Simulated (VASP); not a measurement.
Crystal: Al2Cu.

```
Al Cu
1.0
    -2.03034    2.03034    2.85109
     2.03034   -2.03034    2.85109
     2.03034    2.03034   -2.85109
Al Cu
2 1
Direct
  0.75000 0.25000 0.50000
  0.25000 0.75000 0.50000
  0.50000 0.50000 0.00000
```

```yaml
Program: VASP 6.6.1
Task: relaxation of cell and atoms
Functional: PBE
Potentials_or_basis: VASP PAW PBE potentials, release 64 (Al, Cu)
Cutoff: 600 eV
k_mesh: 16 × 16 × 16
Occupations: gaussian, width 0.1 eV
Spin: no spin polarisation
```

At the start: pressure 3.5 GPa; volume 15.67 Å³/atom.

**Question.** How do energy, volume and symmetry change on relaxing?

**Answer.** Over 8 steps the energy falls by 4.7 meV/atom and the volume is 16.15 Å³/atom (+3.0 %); space group Fm-3m (No. 225, to 0.05 Å).

Step by step:
```tsv
step	energy change (eV)	largest force (eV/Å)	pressure (GPa)	volume (Å³)
1	0.0000	0.0000	3.48	47.01
2	-0.0091	0.0000	-1.80	49.36
3	-0.0138	0.0000	0.19	48.42
4	-0.0138	0.0000	-0.14	48.51
5	-0.0138	0.0000	-0.06	48.48
6	-0.0138	0.0000	0.00	48.45
7	-0.0140	0.0000	0.09	48.44
8	-0.0141	0.0000	0.11	48.44
```

Final structure:
```
CELL_PARAMETERS angstrom
-2.04588 2.04588 2.89310
2.04588 -2.04588 2.89310
2.04588 2.04588 -2.89310
ATOMIC_POSITIONS crystal
Al 0.75000 0.25000 0.50000
Al 0.25000 0.75000 0.50000
Cu 0.50000 0.50000 0.00000
```
